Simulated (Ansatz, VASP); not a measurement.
## HfN in VASP and in Ansatz

```xyz
2
Lattice="0.0000 2.2633 2.2633 2.2633 0.0000 2.2633 2.2633 2.2633 0.0000" Properties=species:S:1:pos:R:3 pbc="T T T"
Hf    0.0000    0.0000    0.0000
N     2.2633    2.2633    2.2633
```

Alike in both runs: task single point; functional r2SCAN; k mesh 10 × 10 × 10; occupations fermi-dirac, width 0.02 eV; no spin polarisation.

|  | VASP | Ansatz |
| --- | --- | --- |
| version | VASP 6.6.1 | Ansatz 0.2.0 |
| potentials or method | VASP PAW PBE potentials, release 64 (Hf_pv, N) | plane waves, PAW |
| plane-wave cutoff (eV) | 520 | 500 |
| valence electrons in the cell | 15 | 31 |

```csv
,VASP,Ansatz,Ansatz less VASP
pressure (GPa),-2.9,-0.2,+2.65
```

VASP's potentials were made for PBE, not for r2SCAN. With one functional, cell and mesh, what is left measures potentials, basis and numerics. VASP's potentials hold 15 valence electrons a cell and Ansatz's 31, so a difference there can come from the potentials and not from the codes.

Neither program's run includes spin-orbit coupling.
